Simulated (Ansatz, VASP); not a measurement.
FeSi in VASP and in Ansatz

```
Fe Si
1.0
     4.44797    0.00000    0.00000
     0.00000    4.44797    0.00000
     0.00000    0.00000    4.44797
Fe Si
4 4
Direct
  0.13599 0.13599 0.13599
  0.36401 0.86401 0.63599
  0.63599 0.36401 0.86401
  0.86401 0.63599 0.36401
  0.84071 0.84071 0.84071
  0.65929 0.15929 0.34071
  0.34071 0.65929 0.15929
  0.15929 0.34071 0.65929
```

Alike in both runs: task relaxation of cell and atoms; functional PBE; k mesh 8 × 8 × 8; occupations gaussian, width 0.01 eV; no spin polarisation.

```csv
,VASP,Ansatz
version,VASP 6.6.1,Ansatz 0.2.0
potentials or method,"VASP PAW PBE potentials, release 64 (Fe, Si), cutoff 600 eV","scalar-relativistic, plane waves, PAW"
valence electrons in the cell,48,80
```

VASP gave:

```
gap on the k mesh at the Fermi level, each at its own relaxed structure (eV) : 0.16
relaxed volume (Å³/atom)                                                     : 11.00
relaxed cell length with the largest relative difference (Å)                 : 4.448
```

Task: Estimate Ansatz's values.

Result: gap on the k mesh at the Fermi level, each at its own relaxed structure (eV): 0.17; relaxed volume (Å³/atom): 11.00; relaxed cell length with the largest relative difference (Å): 4.448.

VASP's potentials hold 48 valence electrons a cell and Ansatz's 80, so a difference there can come from the potentials and not from the codes.
